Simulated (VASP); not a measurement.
# Mn (Pm-3m) in VASP: further runs

Runs on Mn. Level: PBEsol. Tasks: single point, relaxation of cell and atoms.

Program: VASP 6.6.1. These are calculated values, not measurements. Logs are shortened: lines on timing, memory, paths and dates and some standing lists are left out, and cuts for length are marked.

**1. The cell of the first run**

It takes space group Pm-3m (No. 221, cubic). The conventional cell has a = 2.253 Å, b = 2.253 Å, c = 2.253 Å, α = 90.00°, β = 90.00°, γ = 90.00°. Mn (site symmetry m-3m) has 6 Mn at 2.25 Å within 3.0 Å.

This isn't the form of Mn at room conditions, which is a 58-atom cubic cell.

**2. Single point, PBEsol, collinear spin, ferromagnetic start**

Input file INCAR:

```
SYSTEM = Mn
ALGO     = Normal         ! electronic algorithm
EDIFF    = 1E-6           ! SCF threshold, eV
ENCUT    = 520            ! plane-wave cutoff, eV
GGA      = PS             ! functional
ISIF     = 2              ! what is computed and relaxed
ISMEAR   = -1             ! smearing method
ISPIN    = 2              ! spin polarisation
LASPH    = .True.         ! aspherical terms in the spheres
LCHARG   = .False.        ! write CHGCAR
LMAXMIX  = 4              ! l up to which the mixer works
LORBIT   = 11             ! projections on sites
LREAL    = .False.        ! projectors in reciprocal space
LWAVE    = .False.        ! write WAVECAR
MAGMOM   = 3              ! initial moments
NBANDS   = 16             ! bands
NELM     = 150            ! most SCF steps
PREC     = Accurate       ! precision mode
SIGMA    = 0.05           ! smearing width, eV
```

Input file KPOINTS:

```
k-points
0
Gamma
  13 13 13
  0 0 0
```

Input file POSCAR:

```
Mn
1.0
    2.2529614098      0.0000000000      0.0000000000
    0.0000000000      2.2529614098      0.0000000000
    0.0000000000      0.0000000000      2.2529614098
Mn
1
Direct
    0.0000000000      0.0000000000      0.0000000000
```

Potentials or basis: VASP PAW PBE potentials, release 64 (Mn_pv).

Run with:

```sh
$ cat potpaw_PBE.64/Mn_pv/POTCAR > POTCAR
$ mpirun -np 1 vasp_std > vasp.out
```

OUTCAR:

```text
SYSTEM = Mn
   EDIFF = 1E-6
   ENCUT = 520
   GGA = PS
   ISIF = 2
   ISMEAR = -1
   ISPIN = 2
   LASPH = .True.
   LORBIT = 11
   LREAL = .False.
   NELM = 150
   PREC = Accurate

 ion  position               nearest neighbor table
   1  0.000  0.000  0.000-

  LATTYP: Found a simple cubic cell.
 ALAT       =     2.2529614098

  Lattice vectors:

 A1 = (   2.2529614098,   0.0000000000,   0.0000000000)
 A2 = (   0.0000000000,   2.2529614098,   0.0000000000)
 A3 = (   0.0000000000,   0.0000000000,   2.2529614098)

Analysis of symmetry for initial positions (statically):
=====================================================================
 Subroutine PRICEL returns:
 Original cell was already a primitive cell.

 Routine SETGRP: Setting up the symmetry group for a
 simple cubic supercell.

 Subroutine GETGRP returns: Found 48 space group operations
 (whereof 48 operations were pure point group operations)
 out of a pool of 48 trial point group operations.

The static configuration has the point symmetry O_h .

Analysis of symmetry for dynamics (positions and initial velocities):
=====================================================================
 Subroutine PRICEL returns:
 Original cell was already a primitive cell.

 Routine SETGRP: Setting up the symmetry group for a
 simple cubic supercell.

 Subroutine GETGRP returns: Found 48 space group operations
 (whereof 48 operations were pure point group operations)
 out of a pool of 48 trial point group operations.

The dynamic configuration has the point symmetry O_h .

Analysis of structural, dynamic, and magnetic symmetry:
=====================================================================
 Subroutine PRICEL returns:
 Original cell was already a primitive cell.

 Routine SETGRP: Setting up the symmetry group for a
 simple cubic supercell.

 Subroutine GETGRP returns: Found 48 space group operations
 (whereof 48 operations were pure point group operations)
 out of a pool of 48 trial point group operations.

The overall configuration has the point symmetry O_h .

 Subroutine INISYM returns: Found 48 space group operations
 (whereof 48 operations are pure point group operations),
 and found     1 'primitive' translations

----------------------------------------------------------------------------------------

                                     Primitive cell

  volume of cell :      11.4357
[... 94 lines left out ...]
   ISYM   =      2    0-nonsym 1-usesym 2-fastsym
   POTIM  = 0.5000    time-step for ionic-motion
   TEBEG  =    0.0;   TEEND  =   0.0 temperature during run
   PSTRESS=    0.0 pullay stress
   NELECT =      13.0000    total number of electrons
   NUPDOWN=      -1.0000    fix difference up-down
   EMIN   =  10.00;   EMAX   =-10.00  energy-range for DOS
   EFERMI =   0.00;   METHOD = LEGACY
   ISMEAR =    -1;   SIGMA  =   0.05  broadening in eV -4-tet -1-fermi 0-gaus
   EFERMI_NEDOS =   21; number of points for ismear=-14 and -15
   IALGO  =     38    algorithm
   IMIX   =      4    mixing-type and parameters
     AMIX     =   0.40;   BMIX     =  1.00
     AMIX_MAG =   1.60;   BMIX_MAG =  1.00
  volume/ion in A,a.u.               =      11.44        77.17
  Fermi-wavevector in a.u.,A,eV,Ry     =   1.708581  3.228750 39.718786  2.919248
  Thomas-Fermi vector in A             =   2.787223
   LORBIT       =     11    0 simple, 1 ext, 2 COOP (PROOUT), +10 PAW based schemes
   GGA     = PS    functional components
   LHFCALC =     F    Hartree Fock is set to
   AEXX    =    0.0000 exact exchange contribution
   IVDW    =     0    specifies the selected vdW correction
   LEPSILON=     F    determine dielectric tensor
   LRPA    =     F    only Hartree local field effects (RPA)
 spin polarized calculation
  energy-cutoff  :      520.00
  volume of cell :       11.44
 maximum number of plane-waves:       320
 NGX is ok and might be reduce to    18
   NGX =  9   NGY =  9   NGZ =  9

 number of electron      13.0000020 magnetization       0.2568273

 Free energy of the ion-electron system (eV)
  ---------------------------------------------------
  ext. energy  EPLUGINS =         0.00000000
  ---------------------------------------------------
  free energy    TOTEN  =        -8.77804433 eV

  energy without entropy =       -8.76414863  energy(sigma->0) =       -8.77109648

 E-fermi :   9.8312     XC(G=0): -13.6904

 val. band max:        9.8268098184   @ k =   0.3846   0.3077   0.0000
 cond. band min:       9.8389753914   @ k =   0.4615   0.0000   0.0000
 fundamental gap:      0.0121655730
 Fermi energy:         9.8312396808

 spin component 1

 k-point     1 :       0.0000    0.0000    0.0000
  band No.  band energies     occupation
      1     -37.8356      1.00000
      2     -37.8356      1.00000
      3     -37.8356      1.00000
      4       1.5985      1.00000
      5       5.9136      1.00000
      6       5.9136      1.00000
[... 435 lines left out ...]
      5       6.9685      1.00000
      6       9.8268      0.52213
[... 8 lines left out ...]
     15      41.3478      0.00000
     16      42.8951      0.00000

 [... further k-points ...]

 spin component 2

 k-point     1 :       0.0000    0.0000    0.0000
  band No.  band energies     occupation
      1     -37.5590      1.00000
      2     -37.5590      1.00000
      3     -37.5590      1.00000
      4       1.6583      1.00000
      5       6.0542      1.00000
      6       6.0542      1.00000
[... 435 lines left out ...]
      5       7.1143      1.00000
      6       9.9760      0.05235
[... 8 lines left out ...]
     15      41.7482      0.00000
     16      42.9541      0.00000

 [... further k-points ...]
[... 5 lines left out ...]
  --------------------------------------------------------------------------------------
  -------------------------------------------------------------------------------------
  Total        0.0280891      0.0280891      0.0280891     -0.0000000      0.0000000     -0.0000000
  in kB        3.9353891      3.9353891      3.9353891     -0.0000000      0.0000000     -0.0000000
  external PRESSURE =       3.9353891 kB  Pullay stress =       0.0000000 kB

 VOLUME and BASIS-vectors are now :
 -----------------------------------------------------------------------------
  energy-cutoff  :      520.00
  volume of cell :       11.44
      direct lattice vectors                 reciprocal lattice vectors
     2.252961410  0.000000000  0.000000000     0.443860244  0.000000000  0.000000000
     0.000000000  2.252961410  0.000000000     0.000000000  0.443860244  0.000000000
     0.000000000  0.000000000  2.252961410     0.000000000  0.000000000  0.443860244

 POSITION                                       TOTAL-FORCE (eV/Angst)
 -----------------------------------------------------------------------------------
      0.00000      0.00000      0.00000         0.000000      0.000000      0.000000
 -----------------------------------------------------------------------------------
    total drift:                               -0.000000      0.000000      0.000000

  FREE ENERGIE OF THE ION-ELECTRON SYSTEM (eV)
  ---------------------------------------------------
  free  energy   TOTEN  =        -8.7780443343 eV

  energy  without entropy=       -8.7641486321  energy(sigma->0) =       -8.77109648

 total charge

# of ion       s       p       d       tot
------------------------------------------
    1        0.437   6.334   5.312  12.083

 magnetization (x)

# of ion       s       p       d       tot
------------------------------------------
    1       -0.000   0.000   0.252   0.252
```

OSZICAR:

```text
N       E                     dE             d eps       ncg     rms          rms(c)
DAV:   1     0.859316266820E+02    0.85932E+02   -0.71470E+03  5416   0.110E+03
DAV:   2    -0.722045376841E+01   -0.93152E+02   -0.88058E+02  5656   0.270E+02
DAV:   3    -0.916102801157E+01   -0.19406E+01   -0.19361E+01  6704   0.422E+01
DAV:   4    -0.916778447140E+01   -0.67565E-02   -0.67560E-02  6392   0.247E+00
DAV:   5    -0.916782630979E+01   -0.41838E-04   -0.41837E-04  6520   0.175E-01    0.156E+01
DAV:   6    -0.873272133477E+01    0.43510E+00   -0.20606E+00  6760   0.246E+01    0.316E+00
DAV:   7    -0.876784620566E+01   -0.35125E-01   -0.11949E-01  5576   0.352E+00    0.221E+00
DAV:   8    -0.877595733724E+01   -0.81111E-02   -0.37475E-03  6208   0.890E-01    0.910E-01
DAV:   9    -0.877755422474E+01   -0.15969E-02   -0.63499E-03  6192   0.874E-01    0.230E-01
DAV:  10    -0.877789178123E+01   -0.33756E-03   -0.98386E-04  5624   0.285E-01    0.138E-01
DAV:  11    -0.877797024197E+01   -0.78461E-04   -0.26389E-05  6376   0.678E-02    0.823E-02
DAV:  12    -0.877802098408E+01   -0.50742E-04   -0.36473E-05  6520   0.727E-02    0.283E-02
DAV:  13    -0.877803068025E+01   -0.96962E-05   -0.90230E-06  5912   0.223E-02    0.169E-02
DAV:  14    -0.877804128935E+01   -0.10609E-04   -0.16355E-05  6592   0.355E-02    0.651E-03
DAV:  15    -0.877804397463E+01   -0.26853E-05   -0.65387E-06  5960   0.196E-02    0.224E-03
DAV:  16    -0.877804433427E+01   -0.35963E-06   -0.10442E-06  2880   0.762E-03
   1 F= -.87780443E+01 E0= -.87710965E+01  d E =-.138957E-01  mag=     0.2561
```

stdout:

```text
POSCAR found type information on POSCAR Mn
 POSCAR found :  1 types and       1 ions
 scaLAPACK will be used
 -----------------------------------------------------------------------------
|                                                                             |
|                                                                             |
|     You enforced a specific xc type in the INCAR file but a different       |
|     I HOPE YOU KNOW WHAT YOU ARE DOING!                                     |
|                                                                             |
 -----------------------------------------------------------------------------

 LDA part: xc-table for (Slater+PW92), standard interpolation
 POSCAR, INCAR and KPOINTS ok, starting setup
 FFT: planning ... GRIDC
 FFT: planning ... GRID_SOFT
 FFT: planning ... GRID
 WAVECAR not read
 entering main loop
```

Wall time 22 s (1 thread of Intel Xeon Platinum 8375C at 2.90GHz (Ice Lake), shared host); peak memory 0.14 GiB.

Results:

* Free energy: -8.7780 eV
* Pressure: 0.4 GPa
* Net moment: 0.26 μB per cell
* Site moments: Mn +0.25 μB
* Valence electrons inside the program's atomic spheres: Mn 12.08

Caveat: the PAW data sets were made with another functional, which shifts forces and pressure a little.

**3. Relaxation of cell and atoms, PBEsol, collinear spin, ferromagnetic start**

This run uses another cell than the first one, of 12.69 Å³/atom.

Input file INCAR:

```
  PREC = Accurate
  ENCUT = 600
  EDIFF = 1E-7
  ISMEAR = -1
  SIGMA = 0.05
  LREAL = False
  LASPH = True
  NELM = 150
  ALGO = Normal
  ISIF = 3
  LWAVE = False
  LCHARG = False
  ISPIN = 2
  MAGMOM = 3
  LORBIT = 11
  LMAXMIX = 4
  GGA = PS
  IBRION = 2
  NSW = 80
  EDIFFG = -0.01
```

Input file KPOINTS:

```
regular mesh
0
Gamma
  13 13 13
```

Input file POSCAR:

```
Mn
1.0
    2.3324620846      0.0000000000      0.0000000000
    0.0000000000      2.3324620846      0.0000000000
    0.0000000000      0.0000000000      2.3324620846
Mn
1
Direct
    0.0000000000      0.0000000000      0.0000000000
```

Potentials or basis: VASP PAW PBE potentials, release 64 (Mn_pv).

Run with:

```sh
$ cat potpaw_PBE.64/Mn_pv/POTCAR > POTCAR
$ mpirun -np 1 vasp_std > vasp.out
```

It took 60 s on 1 thread of Intel Xeon Platinum 8375C at 2.90GHz (Ice Lake), shared host; peak memory 0.16 GiB.

The run converged. Its results:

| Property | Result |
| --- | --- |
| Free energy | -8.7789 eV |
| Relaxed volume | 11.44 Å³/atom |
| Relaxed cell | a = 2.253 Å, b = 2.253 Å, c = 2.253 Å, α = 90.00°, β = 90.00°, γ = 90.00° |
| Space group after relaxing (to 0.1 Å) | Pm-3m (No. 221) |
| Energy gained by relaxing | 78.1 meV/atom |
| Ionic steps | 4 |
| Pressure after relaxing | -0.1 GPa |
| Net moment | 0.00 μB per cell |
| Valence electrons inside the program's atomic spheres | Mn 12.08 |

The path:
| step | energy change (eV) | largest force (eV/Å) | pressure (GPa) | volume (Å³) |
| --- | --- | --- | --- | --- |
| 1 | 0.0000 | 0.0000 | -18.19 | 12.69 |
| 2 | 0.0376 | 0.0000 | 33.96 | 10.22 |
| 3 | -0.0779 | 0.0000 | -0.91 | 11.47 |
| 4 | -0.0781 | 0.0000 | -0.12 | 11.44 |

Final structure:
```yaml
crystal:
  lattice:
    - [2.25295, 0.00000, 0.00000]
    - [0.00000, 2.25295, 0.00000]
    - [0.00000, 0.00000, 2.25295]
  atoms:
    - { symbol: Mn, position: [0.00000, 0.00000, 0.00000] }
```

Levels at points of the mesh, in eV from the Fermi level:
Spin up:
| k point | band 2 | band 3 | band 4 | band 5 | band 6 | band 7 | band 8 | band 9 | band 10 | band 11 |
| --- | --- | --- | --- | --- | --- | --- | --- | --- | --- | --- |
| (0.00, 0.00, 0.00) | -47.53 | -47.53 | -8.20 | -3.85 | -3.85 | 1.77 | 1.77 | 1.77 | 20.84 | 20.84 |
Spin down:
| k point | band 4 | band 5 | band 6 | band 7 | band 8 | band 9 |
| --- | --- | --- | --- | --- | --- | --- |
| (0.00, 0.00, 0.00) | -8.20 | -3.85 | -3.85 | 1.77 | 1.77 | 1.77 |

Caveat: the PAW data sets were made with another functional, which shifts forces and pressure a little.

**4. Single point, PBEsol, collinear spin, ferromagnetic start**

Input file INCAR:

```
ALGO = Normal ; EDIFF = 1E-6
ENCUT = 520 ; GGA = PS
ISIF = 2 ; ISMEAR = -1
ISPIN = 2 ; LASPH = True
LCHARG = False ; LMAXMIX = 4
LORBIT = 11 ; LREAL = False
LWAVE = False ; MAGMOM = 0.234
NBANDS = 16 ; NELM = 150
PREC = Accurate ; SIGMA = 0.05
```

Input file KPOINTS:

```
k-points
0
Gamma
  23 23 23
```

Input file POSCAR:

```
Mn
1.0
    2.2529614098      0.0000000000      0.0000000000
    0.0000000000      2.2529614098      0.0000000000
    0.0000000000      0.0000000000      2.2529614098
Mn
1
Direct
    0.0000000000      0.0000000000      0.0000000000
```

Run with:

```sh
$ cat potpaw_PBE.64/Mn_pv/POTCAR > POTCAR
$ mpirun -np 1 vasp_std > vasp.out
```

Run time: 79 s. Hardware: 1 thread of Intel Xeon Platinum 8375C at 2.90GHz (Ice Lake), shared host; peak memory 0.2 GiB.

The run converged. Its results:

```yaml
Free_energy: -8.7796 eV
Pressure: 0.0 GPa
Net_moment: 0.00 μB per cell
Valence_electrons_inside_the_program's_atomic_spheres: Mn 12.08
```

Levels at points of the mesh, in eV from the Fermi level:
Spin up:
```tsv
k point	band 2	band 3	band 4	band 5	band 6	band 7	band 8	band 9	band 10	band 11
(0.00, 0.00, 0.00)	-47.55	-47.55	-8.21	-3.86	-3.86	1.75	1.75	1.75	20.83	20.83
```
Spin down:
```tsv
k point	band 2	band 3	band 4	band 5	band 6	band 7	band 8	band 9	band 10	band 11
(0.00, 0.00, 0.00)	-47.55	-47.55	-8.21	-3.86	-3.86	1.75	1.75	1.75	20.83	20.83
```

Caveat: the PAW data sets were made with another functional, which shifts forces and pressure a little.
